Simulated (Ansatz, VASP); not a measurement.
**GeSb2Te4 in VASP and in Ansatz**

```xyz
7
Lattice="-3.0402 3.0402 6.0311 3.0402 -3.0402 6.0311 3.0402 3.0402 -6.0311" Properties=species:S:1:pos:R:3 pbc="T T T"
Ge    0.0000    0.0000    0.0000
Sb    0.0000    0.0000    6.0311
Sb    3.0402    0.0000    3.0156
Te    0.0000    3.0402    0.0403
Te    0.0000    0.0000    2.9691
Te    0.0000    3.0402    5.9908
Te    0.0000    0.0000    9.0932
```

Alike in both runs: functional r2SCAN; k mesh 8 × 8 × 8; occupations gaussian, width 0.1 eV; no spin polarisation.

Ansatz relaxed the structure, and its values are those at the end. VASP's run is a single point on that final structure, the one shown.

|  | VASP | Ansatz |
| --- | --- | --- |
| version | VASP 6.6.1 | Ansatz 0.2.0 |
| potentials or method | VASP PAW PBE potentials, release 64 (Ge_d, Sb, Te), cutoff 520 eV | scalar-relativistic, plane waves, PAW |
| valence electrons in the cell | 48 | 108 |

|  | VASP | Ansatz | Ansatz less VASP |
| --- | --- | --- | --- |
| gap on the k mesh at the Fermi level (eV) | none | none | - |
| pressure (GPa) | -0.1 | 0.0 | +0.05 |

VASP's potentials were made for PBE, not for r2SCAN. A gap of «none» marks a metal or a gap that the smearing closes. VASP's potentials hold 48 valence electrons a cell and Ansatz's 108, so a difference there can come from the potentials and not from the codes.

Neither program's run includes spin-orbit coupling.
